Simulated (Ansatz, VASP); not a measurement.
AlRuBr2: VASP beside Ansatz

Contents of INCAR:

```
  PREC = Accurate
  ENCUT = 520
  EDIFF = 1E-7
  ISMEAR = 0
  SIGMA = 0.1
  LREAL = F
  LASPH = T
  NELM = 150
  ALGO = Normal
  ISIF = 2
  LWAVE = F
  LCHARG = F
  ISPIN = 2
  MAGMOM = 0 0 1 1 0 0 0 0
  LORBIT = 11
  LMAXMIX = 4
  GGA = PE
  NBANDS = 45
```

KPOINTS

```
regular mesh
0
Gamma
  4 4 2
```

Contents of POSCAR:

```
AlRuBr2
1.0
    4.2459233000      0.0000000000      0.0000000000
    0.0000000000      4.2459233000      0.0000000000
    0.0000000000      0.0000000000      9.9850031300
Al Ru Br
2 2 4
Direct
    0.5000000000      0.0000000000      0.7531499900
    0.0000000000      0.5000000000      0.2468500100
    0.0000000000      0.0000000000      0.0000000000
    0.5000000000      0.5000000000      0.0000000000
    0.5000000000      0.0000000000      0.1694000100
    0.0000000000      0.5000000000      0.8305999900
    0.0000000000      0.0000000000      0.5000000000
    0.5000000000      0.5000000000      0.5000000000
```

Input for Ansatz:

```yaml
crystal:
  lattice:
    - [4.2459233, 0.0, 0.0]
    - [0.0, 4.2459233, 0.0]
    - [0.0, 0.0, 9.98500313]
  atoms:
    - { symbol: Al, position: [0.5, 0.0, 0.75314999] }
    - { symbol: Al, position: [0.0, 0.5, 0.24685001] }
    - { symbol: Ru, position: [0.0, 0.0, 0.0], spin: 1.0 }
    - { symbol: Ru, position: [0.5, 0.5, 0.0], spin: 1.0 }
    - { symbol: Br, position: [0.5, 0.0, 0.16940001] }
    - { symbol: Br, position: [0.0, 0.5, 0.83059999] }
    - { symbol: Br, position: [0.0, 0.0, 0.5] }
    - { symbol: Br, position: [0.5, 0.5, 0.5] }
basis:
  ecutwfc: 420
kpoints:
  mp_grid: { grid: [4, 4, 2] }
hamiltonian:
  xc: pbe
scf:
  occupations: { method: gaussian, width: 0.1 }
  lower_state_search: "off"
output:
  forces: true
  stress: true
  eigenvalues: true
  populations: true
magnetization:
  spin_polarized: true
```

Change from the starting cell: species swapped into the LaSb2Au type (P4/nmm, No. 129).

Alike in both runs: task single point; functional PBE; k mesh 4 × 4 × 2; occupations gaussian, width 0.1 eV; collinear spin.

|  | VASP | Ansatz |
| --- | --- | --- |
| version | VASP 6.6.1 | Ansatz 0.2.0 |
| potentials or method | VASP PAW PBE potentials, release 64 (Al, Ru_pv, Br), cutoff 520 eV | scalar-relativistic, plane waves, PAW |
| valence electrons in the cell | 62 | 66 |

Ansatz gave:

* gap on the k mesh at the Fermi level (eV): none
* pressure (GPa): -0.4
* traceless stress, the component that is largest in VASP (GPa): -4.54
* rms of the force components (eV/Å): 0.086
* net moment per atom (μB): 0.56
* size of the moment on the site where the two differ most (μB): 1.80

Which values does VASP return?

gap on the k mesh at the Fermi level (eV): none; pressure (GPa): -1.2; traceless stress, the component that is largest in VASP (GPa): -4.37; rms of the force components (eV/Å): 0.177; net moment per atom (μB): 0.42; size of the moment on the site where the two differ most (μB): 1.41.

The net moments are unlike, so the other rows may belong to different states. Site moments also hang on the region over which each program counts them. Atom by atom the forces differ by 0.091 eV/Å (rms over components). A gap of «none» marks a metal or a gap that the smearing closes. VASP's potentials hold 62 valence electrons a cell and Ansatz's 66, so a difference there can come from the potentials and not from the codes.

The k mesh is coarse, so the values compare programs but aren't converged.
